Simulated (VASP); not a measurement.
Wanted: the native input for a VASP 6.6.1 run.

```yaml
Task: single point
Functional: revPBE
Potentials_or_basis: VASP PAW PBE potentials, release 64 (Tb)
Cutoff: 520 eV
k_mesh: 5 × 5 × 3
Occupations: fermi-dirac, width 0.1 eV
Spin: collinear spin, antiferromagnetic start
Starting_moments: "[5.945, -5.945] μB"
Dipole_correction: no
Further_INCAR_settings: ALGO = Normal; EDIFF = 1e-06; NBANDS = 30
```

The structure of Tb lies in POSCAR:

```
Tb
1.0
    3.6503808380      0.0000000000      0.0000000000
   -1.8251904190      3.1613225392      0.0000000000
    0.0000000000      0.0000000000      5.8553874766
Tb
2
Direct
    0.3333333333      0.6666666667      0.2500000000
    0.6666666667      0.3333333333      0.7500000000
```

These files were run (other wordings do the same):

INCAR

```
SYSTEM = Tb
ALGO = Normal
EDIFF = 1E-6
ENCUT = 520
GGA = RE
ISIF = 2
ISMEAR = -1
ISPIN = 2
LASPH = .True.
LCHARG = .False.
LMAXMIX = 6
LORBIT = 11
LREAL = .False.
LWAVE = .False.
MAGMOM = 5.945 -5.945
NBANDS = 30
NELM = 150
PREC = Accurate
SIGMA = 0.1
```

KPOINTS

```
k-points
0
Gamma
  5 5 3
  0 0 0
```

Potentials or basis: VASP PAW PBE potentials, release 64 (Tb).

Run with:

```bash
$ cat potpaw_PBE.64/Tb/POTCAR > POTCAR
$ mpirun -np 1 vasp_std > vasp.out
```

It gave:

```json
{
  "Pressure": "0.6 GPa",
  "Band gap on the k mesh": "zero (filled and empty bands overlap)",
  "Net moment": "0.00 μB per cell",
  "Site moments": "Tb +5.73, -5.73 μB",
  "Valence electrons inside the program's atomic spheres": "Tb 16.31"
}
```

Caveat: the k points lie up to 0.40 Å⁻¹ apart; the magnetic or orbital state may not be the lowest; the PAW data sets were made with another functional, which shifts forces and pressure a little; spin-orbit coupling is left out, which moves the levels of the heavy elements; semilocal functionals describe open f shells poorly, which spoils levels, moments and volumes.

Wall time 3.5 min on 1 thread of AMD EPYC 9R14 (Zen 4), on a shared host, peak memory 0.2 GiB.
